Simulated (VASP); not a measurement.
Set up this calculation in VASP 6.6.1, as the native input.

```
Task                   : single point
Functional             : PBE
Potentials or basis    : VASP PAW PBE potentials, release 64 (Mo_sv)
Cutoff                 : 520 eV
k mesh                 : 18 × 18 × 17
Occupations            : fermi-dirac, width 0.05 eV
Spin                   : no spin polarisation
Dipole correction      : no
Further INCAR settings : ALGO = Normal; EDIFF = 1e-06; NBANDS = 13
```

The structure of Mo lies in POSCAR:

```
Mo
1.0
    2.4079062763      0.0000000000      0.0000000000
   -1.2039531382      2.0853080052      0.0000000000
    0.0000000000      0.0000000000      2.2055366240
Mo
1
Direct
    0.0000000000      0.0000000000      0.0000000000
```

This isn't the form of Mo at room conditions, which is bcc.

One way to write it, as run:

INCAR

```
PREC = Accurate
ENCUT = 520
EDIFF = 1E-6
ISMEAR = -1
SIGMA = 0.05
LREAL = F
LASPH = T
NELM = 80
ALGO = Normal
ISIF = 2
LWAVE = F
LCHARG = F
GGA = PE
NBANDS = 13
```

KPOINTS

```
Automatic mesh
0
Gamma
  18 18 17
```

Potentials or basis: VASP PAW PBE potentials, release 64 (Mo_sv).

Launch:

```bash
$ cat potpaw_PBE.64/Mo_sv/POTCAR > POTCAR
$ mpirun -np 1 vasp_std > vasp.out
```

It gave:

The pressure is 204.2 GPa and the band gap on the k mesh is zero (bands 7 and 8 overlap by 3.74 eV).

Caveat: the cell stands under pressure.

Run time: 27 s on 1 thread of Intel(R) Xeon(R) Platinum 8259CL CPU @ 2.50GHz (Skylake/Cascade Lake), with other jobs on the host, peak memory 0.15 GiB.
